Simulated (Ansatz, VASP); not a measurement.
# Two plane-wave programs on Tl

```xyz
2
Lattice="3.4572 0.0000 0.0000 -1.7286 2.9941 0.0000 0.0000 0.0000 5.5235" Properties=species:S:1:pos:R:3 pbc="T T T"
Tl    0.0000    1.9960    1.3809
Tl    1.7286    0.9980    4.1426
```

Alike in both runs: functional PBEsol; k mesh 14 × 14 × 8; occupations fermi-dirac, width 0.08 eV; no spin polarisation.

Ansatz relaxed the structure, and its values are those at the end. VASP's run is a single point on that final structure, the one shown.

```csv
,VASP,Ansatz
version,VASP 6.6.1,Ansatz 0.2.0
potentials or method,"VASP PAW PBE potentials, release 64 (Tl_d)","PAW with Ansatz's default frozen-core files, scalar-relativistic"
plane-wave cutoff (eV),520,420
valence electrons in the cell,26,26
```

```tsv
	VASP	Ansatz	Ansatz less VASP
pressure (GPa)	-0.1	0.0	+0.07
```

VASP's potentials were made for PBE, not for PBEsol.

Spin-orbit coupling is off throughout.
